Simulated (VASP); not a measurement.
**Cr: single point with PBEsol**

The system is Cr.

```
Cr
1.0
     2.71400    0.00000    0.00000
    -1.35700    2.35039    0.00000
     0.00000    0.00000    4.41000
Cr
2
Direct
  0.66667 0.33333 0.75000
  0.33333 0.66667 0.25000
```

This isn't the form of Cr at room conditions, which is bcc.

```
Program                : VASP 6.6.1
Task                   : single point
Functional             : PBEsol
Potentials or basis    : VASP PAW PBE potentials, release 64 (Cr_pv)
Cutoff                 : 520 eV
k mesh                 : 9 × 9 × 5
Occupations            : fermi-dirac, width 0.05 eV
Spin                   : collinear spin, ferromagnetic start
Starting moments       : [3.0, 3.0] μB
Dipole correction      : no
Further INCAR settings : ALGO = Normal; EDIFF = 1e-07; NBANDS = 23
```

```yaml
Pressure: -32.3 GPa
Net_moment: 1.62 μB per cell
Site_moments: Cr +0.75 μB
Valence_electrons_inside_the_program's_atomic_spheres: Cr 10.71
```

Stress tensor (GPa, compression positive):
```
-34.02   0.00   0.00
  0.00 -34.02   0.00
  0.00   0.00 -28.72
```

Levels at points of the mesh, in eV from the Fermi level:
Spin up:
| k point | band 10 | band 11 | band 12 | band 13 | band 14 | band 15 | band 16 | band 17 |
| --- | --- | --- | --- | --- | --- | --- | --- | --- |
| (0.00, 0.00, 0.00) | -0.63 | -0.57 | -0.26 | -0.26 | 0.20 | 0.20 | 0.43 | 1.44 |
Spin down:
```
           k point  band 9  band 10  band 11  band 12  band 13  band 14
(0.00, 0.00, 0.00)   -0.01     0.06     0.06     0.44     0.44     0.69
```

Run time: 27 s on 1 thread of Intel(R) Xeon(R) Platinum 8559C (Emerald Rapids), on a shared host, peak memory 0.16 GiB.

Caveat: the stress differs along the axes, from -34 to -29 GPa; an empty level that is flat over the whole mesh can mark a ghost state of the potentials, or a narrow d or f band; the PAW data sets were made with another functional, which shifts forces and pressure a little.
